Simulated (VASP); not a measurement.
# SnSe2 (P-3m1) in VASP: further runs

SnSe2 is run at these levels: PBE; tasks: single point.

Everything below comes from runs of VASP 6.6.1. Logs are shortened: lines on timing, memory, paths and dates and some standing lists are left out, and cuts for length are marked.

**Experimental background.**

“Temperature Dependent Excitonic Transition Energy and Enhanced Electron-Phonon Coupling in Layered Ternary SnS2-xSex Semiconductors with Fully Tunable Stoichiometry”, 2021, pmc:8069899 reports, for a bulk crystal of SnSe2 at 300 K: band gap 1.207 eV (an exciton energy, a little under the gap).

The results are compared with them further down.

**1. The cell of the first run**

The structure is trigonal, space group P-3m1 (No. 164). Conventional cell: a = 3.910 Å, b = 3.910 Å, c = 6.295 Å, α = 90.00°, β = 90.00°, γ = 120.00°. Sn (site symmetry -3m) has 6 Se at 2.75 Å within 3.6 Å. Within 3.6 Å of Se (site symmetry 3m) lie 3 Sn at 2.75 Å.

**2. Single point, PBE**

The input, INCAR:

```
SYSTEM = SnSe2
ALGO     = Normal         ! electronic algorithm
EDIFF    = 1E-7           ! SCF threshold, eV
ENCUT    = 520            ! plane-wave cutoff, eV
GGA      = PE             ! functional
ISIF     = 2              ! what is computed and relaxed
ISMEAR   = 0              ! smearing method
LASPH    = .TRUE.         ! aspherical terms in the spheres
LCHARG   = .FALSE.        ! write CHGCAR
LREAL    = .FALSE.        ! projectors in reciprocal space
LWAVE    = .FALSE.        ! write WAVECAR
NBANDS   = 20             ! bands
NELM     = 80             ! most SCF steps
PREC     = Accurate       ! precision mode
SIGMA    = 0.01           ! smearing width, eV
```

The input, KPOINTS:

```
k-points
0
G
  6 6 4
  0 0 0
```

The input, POSCAR:

```
SnSe2
1.0
    3.9100309997      0.0000000000      0.0000000000
   -1.9550154998      3.3861832884      0.0000000000
    0.0000000000      0.0000000000      6.2954474453
Sn Se
1 2
Direct
    0.0000000000      0.0000000000      0.0000000000
    0.3333333333      0.6666666667      0.2490000000
    0.6666666667      0.3333333333      0.7510000000
```

Potentials or basis: VASP PAW PBE potentials, release 64 (Sn_d, Se).

Started as:

```console
cat potpaw_PBE.64/Sn_d/POTCAR potpaw_PBE.64/Se/POTCAR > POTCAR
mpirun -np 1 vasp_std > vasp.out
```

OUTCAR:

```text
SYSTEM = SnSe2
   EDIFF = 1E-7
   ENCUT = 520
   GGA = PE
   ISIF = 2
   ISMEAR = 0
   LASPH = .TRUE.
   LREAL = .FALSE.
   NELM = 80
   PREC = Accurate

 ion  position               nearest neighbor table
   1  0.000  0.000  0.000-   2 2.75   3 2.75   3 2.75   2 2.75   3 2.75   2 2.75
   2  0.333  0.667  0.249-   1 2.75   1 2.75   1 2.75
   3  0.667  0.333  0.751-   1 2.75   1 2.75   1 2.75

  LATTYP: Found a hexagonal cell.
 ALAT       =     3.9100309997
 C/A-ratio  =     1.6100760955

  Lattice vectors:

 A1 = (   3.9100309997,   0.0000000000,   0.0000000000)
 A2 = (  -1.9550154998,   3.3861832884,   0.0000000000)
 A3 = (   0.0000000000,   0.0000000000,   6.2954474453)

Analysis of symmetry for initial positions (statically):
=====================================================================
 Subroutine PRICEL returns:
 Original cell was already a primitive cell.

 Routine SETGRP: Setting up the symmetry group for a
 hexagonal supercell.

 Subroutine GETGRP returns: Found 12 space group operations
 (whereof 12 operations were pure point group operations)
 out of a pool of 24 trial point group operations.

The static configuration has the point symmetry D_3d.

Analysis of symmetry for dynamics (positions and initial velocities):
=====================================================================
 Subroutine PRICEL returns:
 Original cell was already a primitive cell.

 Routine SETGRP: Setting up the symmetry group for a
 hexagonal supercell.

 Subroutine GETGRP returns: Found 12 space group operations
 (whereof 12 operations were pure point group operations)
 out of a pool of 24 trial point group operations.

The dynamic configuration has the point symmetry D_3d.

 Subroutine INISYM returns: Found 12 space group operations
 (whereof 12 operations are pure point group operations),
 and found     1 'primitive' translations

----------------------------------------------------------------------------------------

                                     Primitive cell
[... 82 lines left out ...]
 SYSTEM =  SnSe2
   PREC   = accura    normal or accurate (medium, high low for compatibility)
   ISTART =      0    job   : 0-new  1-cont  2-samecut
   ICHARG =      2    charge: 1-file 2-atom 10-const
   ISPIN  =      1    spin polarized calculation?
   LNONCOLLINEAR =      F non collinear calculations
   LSORBIT =      F    spin-orbit coupling
   LASPH  =      T    aspherical Exc in radial PAW
   ENCUT  =  520.0 eV  38.22 Ry    6.18 a.u.   7.27  7.27 11.71*2*pi/ulx,y,z
   NELM   =     80;   NELMIN=  2; NELMDL= -5     # of ELM steps
   EDIFF  = 0.1E-06   stopping-criterion for ELM
   LREAL  =      F    real-space projection
   EDIFFG = 0.1E-05   stopping-criterion for IOM
   NSW    =      0    number of steps for IOM
   IBRION =     -1    ionic relax: 0-MD 1-quasi-New 2-CG
   NFREE  =      0    steps in history (QN), initial steepest desc. (CG)
   ISIF   =      2    stress and relaxation
   ISYM   =      2    0-nonsym 1-usesym 2-fastsym
   POTIM  = 0.5000    time-step for ionic-motion
   TEBEG  =    0.0;   TEEND  =   0.0 temperature during run
   PSTRESS=    0.0 pullay stress
   NELECT =      26.0000    total number of electrons
   NUPDOWN=      -1.0000    fix difference up-down
   EMIN   =  10.00;   EMAX   =-10.00  energy-range for DOS
   EFERMI =   0.00;   METHOD = LEGACY
   ISMEAR =     0;   SIGMA  =   0.01  broadening in eV -4-tet -1-fermi 0-gaus
   EFERMI_NEDOS =   21; number of points for ismear=-14 and -15
   IALGO  =     38    algorithm
   IMIX   =      4    mixing-type and parameters
     AMIX     =   0.40;   BMIX     =  1.00
     AMIX_MAG =   1.60;   BMIX_MAG =  1.00
  volume/ion in A,a.u.               =      27.78       187.50
  Fermi-wavevector in a.u.,A,eV,Ry     =   1.110266  2.098098 16.771760  1.232690
  Thomas-Fermi vector in A             =   2.246815
   LORBIT       =      0    0 simple, 1 ext, 2 COOP (PROOUT), +10 PAW based schemes
   GGA     = PE    functional components
   LHFCALC =     F    Hartree Fock is set to
   AEXX    =    0.0000 exact exchange contribution
   IVDW    =     0    specifies the selected vdW correction
   LEPSILON=     F    determine dielectric tensor
   LRPA    =     F    only Hartree local field effects (RPA)
 non-spin polarized calculation
 Gauss-broadening in eV      SIGMA  =   0.01
  energy-cutoff  :      520.00
  volume of cell :       83.35
 maximum number of plane-waves:      2297
 NGX is ok and might be reduce to    30
   NGX = 15   NGY = 15   NGZ = 23

 number of electron      26.0000002 magnetization

 Free energy of the ion-electron system (eV)
  ---------------------------------------------------
  ext. energy  EPLUGINS =         0.00000000
  ---------------------------------------------------
  free energy    TOTEN  =       -11.84487493 eV

  energy without entropy =      -11.84487493  energy(sigma->0) =      -11.84487493

 E-fermi :   3.4040     XC(G=0):  -9.1075

 val. band max:        3.3505301640   @ k =   0.0000   0.0000   0.0000
 cond. band min:       4.1014883662   @ k =   0.5000  -0.0000   0.2500
 fundamental gap:      0.7509582022
 Fermi energy:         3.4040163952

 k-point     1 :       0.0000    0.0000    0.0000
  band No.  band energies     occupation
      1     -17.8049      2.00000
      2     -17.8049      2.00000
      3     -17.7806      2.00000
      4     -17.7688      2.00000
      5     -17.7688      2.00000
      6     -10.0772      2.00000
[... 541 lines left out ...]
     19      12.3298      0.00000
     20      12.3316      0.00000

------------------------ aborting loop because EDIFF is reached ----------------------------------------

  FORCE on cell =-STRESS in cart. coord.  units (eV):
  Direction    XX          YY          ZZ          XY          YZ          ZX
  --------------------------------------------------------------------------------------
  -------------------------------------------------------------------------------------
  Total       -0.1212362     -0.1212360      0.6701144     -0.0000000      0.0000000      0.0000000
  in kB       -2.3303733     -2.3303693     12.8807830     -0.0000000      0.0000000      0.0000000
  external PRESSURE =       2.7400135 kB  Pullay stress =       0.0000000 kB

 VOLUME and BASIS-vectors are now :
 -----------------------------------------------------------------------------
  energy-cutoff  :      520.00
  volume of cell :       83.35
      direct lattice vectors                 reciprocal lattice vectors
     3.910031000  0.000000000  0.000000000     0.255752448  0.147658871  0.000000000
    -1.955015500  3.386183288  0.000000000     0.000000000  0.295317741  0.000000000
     0.000000000  0.000000000  6.295447445     0.000000000  0.000000000  0.158844944

 POSITION                                       TOTAL-FORCE (eV/Angst)
 -----------------------------------------------------------------------------------
      0.00000      0.00000      0.00000         0.000000     -0.000000      0.000000
     -0.00000      2.25746      1.56757        -0.000000      0.000000      0.100319
      1.95502      1.12873      4.72788         0.000000      0.000000     -0.100319
 -----------------------------------------------------------------------------------
    total drift:                                0.000000     -0.000000      0.000000

  FREE ENERGIE OF THE ION-ELECTRON SYSTEM (eV)
  ---------------------------------------------------
  free  energy   TOTEN  =       -11.8448749281 eV

  energy  without entropy=      -11.8448749281  energy(sigma->0) =      -11.84487493
```

OSZICAR:

```text
N       E                     dE             d eps       ncg     rms          rms(c)
DAV:   1     0.204601575074E+03    0.20460E+03   -0.11895E+04   968   0.143E+03
DAV:   2     0.114224095864E+02   -0.19318E+03   -0.18541E+03  1028   0.374E+02
DAV:   3    -0.112964418712E+02   -0.22719E+02   -0.22329E+02  1176   0.113E+02
DAV:   4    -0.120959291189E+02   -0.79949E+00   -0.79814E+00  1128   0.227E+01
DAV:   5    -0.121165126483E+02   -0.20584E-01   -0.20582E-01  1324   0.376E+00    0.468E+00
DAV:   6    -0.118577502120E+02    0.25876E+00   -0.56191E-01  1428   0.736E+00    0.301E+00
DAV:   7    -0.118439916342E+02    0.13759E-01   -0.14843E-01  1108   0.230E+00    0.103E+00
DAV:   8    -0.118442467548E+02   -0.25512E-03   -0.11737E-02  1196   0.991E-01    0.263E-01
DAV:   9    -0.118448201062E+02   -0.57335E-03   -0.15576E-03  1104   0.310E-01    0.815E-02
DAV:  10    -0.118448410340E+02   -0.20928E-04   -0.13517E-04  1272   0.767E-02    0.318E-02
DAV:  11    -0.118448737525E+02   -0.32718E-04   -0.44908E-05  1052   0.383E-02    0.107E-02
DAV:  12    -0.118448739809E+02   -0.22847E-06   -0.29368E-06  1276   0.111E-02    0.678E-03
DAV:  13    -0.118448747298E+02   -0.74890E-06   -0.22785E-06  1064   0.784E-03    0.274E-03
DAV:  14    -0.118448748945E+02   -0.16461E-06   -0.34353E-08   948   0.128E-03    0.994E-04
DAV:  15    -0.118448749281E+02   -0.33592E-07   -0.35567E-08   824   0.127E-03
   1 F= -.11844875E+02 E0= -.11844875E+02  d E =-.147915E-16
```

stdout:

```text
POSCAR found type information on POSCAR SnSe
 POSCAR found :  2 types and       3 ions
 scaLAPACK will be used
 LDA part: xc-table for (Slater+PW92), standard interpolation
 POSCAR, INCAR and KPOINTS ok, starting setup
 FFT: planning ... GRIDC
 FFT: planning ... GRID_SOFT
 FFT: planning ... GRID
 WAVECAR not read
 entering main loop
```

Run time: 20 s. Hardware: 1 thread of Intel Xeon 6975P-C (Granite Rapids), shared host; peak memory 0.2 GiB.

What came out:

```yaml
Free_energy: -11.8449 eV
Pressure: 0.3 GPa
Largest_force: 0.100 eV/Å
Band_gap_on_the_k_mesh: 0.75 eV, indirect (least direct gap 0.79 eV)
```

Forces in eV/Å, atoms in the order of the input:
```
Sn   0.000  0.000  0.000
Se   0.000  0.000  0.100
Se   0.000  0.000 -0.100
```

Caveat: spin-orbit coupling is left out, which moves the levels of the heavy elements; this functional lacks dispersion, which binds the layers, so the pressure and a relaxed spacing across them are unreliable.

**3. Single point, PBE**

This run uses another cell than the first one, of 28.81 Å³/atom, 1.037 times its volume.

The input, INCAR:

```
PREC = Accurate
ENCUT = 520
EDIFF = 1E-6
ISMEAR = 0
SIGMA = 0.01
LREAL = False
LASPH = True
NELM = 80
ALGO = Normal
ISIF = 2
LWAVE = False
LCHARG = True
GGA = PE
LELF = True
LVHAR = True
NBANDS = 20
```

The input, KPOINTS:

```
Automatic mesh
0
Gamma
  6 6 4
```

The input, POSCAR:

```
SnSe2
1.0
    3.9577190044      0.0000000000      0.0000000000
   -1.9788595022      3.4274822767      0.0000000000
    0.0000000000      0.0000000000      6.3722287618
Sn Se
1 2
Direct
    0.0000000000      0.0000000000      0.0000000000
    0.3333333333      0.6666666667      0.2490000000
    0.6666666667      0.3333333333      0.7510000000
```

Potentials or basis: VASP PAW PBE potentials, release 64 (Sn_d, Se).

Started as:

```console
cat potpaw_PBE.64/Sn_d/POTCAR potpaw_PBE.64/Se/POTCAR > POTCAR
mpirun -np 1 vasp_std > vasp.out
```

Run time: 19 s. Hardware: 1 thread of Intel Xeon 6975P-C (Granite Rapids), shared host; peak memory 0.21 GiB.

Results (log left out):

```yaml
Free_energy: -11.8312 eV
Pressure: -1.7 GPa
Largest_force: 0.173 eV/Å
Band_gap_on_the_k_mesh: 0.67 eV, indirect (least direct gap 0.68 eV)
```

Forces on the atoms (eV/Å):
```
Sn   0.000  0.000  0.000
Se   0.000  0.000 -0.173
Se   0.000  0.000  0.173
```

Stress tensor (GPa, compression positive):
```
-2.18  0.00  0.00
 0.00 -2.18  0.00
 0.00  0.00 -0.63
```

Levels at points of the mesh, in eV from the valence-band top:
| k point | band 9 | band 10 | band 11 | band 12 | band 13 | band 14 | band 15 | band 16 | band 17 | band 18 |
| --- | --- | --- | --- | --- | --- | --- | --- | --- | --- | --- |
| (0.00, 0.00, 0.00) | -0.55 | -0.55 | -0.30 | -0.30 | -0.01 | 0.67 | 2.90 | 4.44 | 4.44 | 8.00 |
| (0.50, 0.00, 0.00) | -3.85 | -2.46 | -2.25 | -0.94 | -0.23 | 1.03 | 3.70 | 5.23 | 5.59 | 6.67 |
| (0.00, 0.00, 0.50) | -1.64 | -0.63 | -0.63 | -0.17 | -0.17 | 1.97 | 2.77 | 4.23 | 4.23 | 7.97 |
| (0.50, 0.00, 0.50) | -4.22 | -2.10 | -1.73 | -0.64 | -0.54 | 0.72 | 4.19 | 4.84 | 5.86 | 6.03 |

Caveat: spin-orbit coupling is left out, which moves the levels of the heavy elements; this functional lacks dispersion, which binds the layers, so the pressure and a relaxed spacing across them are unreliable.

**4. Comparison with measurements**

Step 2. Against the measured gap of SnSe2, 1.207 eV (an exciton energy, a little under the gap; 300 K; “Temperature Dependent Excitonic Transition Energy and Enhanced Electron-Phonon Coupling in Layered Ternary SnS2-xSex Semiconductors with Fully Tunable Stoichiometry”, 2021, pmc:8069899), the calculated 0.75 eV is off by -0.46 eV. Spin-orbit coupling on Se, Sn is left out. The value is that of PBE on a finite k mesh, which can miss the band edges, without temperature or zero-point motion. Semilocal functionals fall short of measured gaps as a rule.

Step 3. Measured gap of SnSe2: 1.207 eV (an exciton energy, a little under the gap; 300 K; “Temperature Dependent Excitonic Transition Energy and Enhanced Electron-Phonon Coupling in Layered Ternary SnS2-xSex Semiconductors with Fully Tunable Stoichiometry”, 2021, pmc:8069899). This calculation gives 0.67 eV (-0.54 eV). Spin-orbit coupling on Se, Sn is left out. The value is that of PBE on a finite k mesh, which can miss the band edges, without temperature or zero-point motion. Semilocal functionals fall short of measured gaps as a rule.
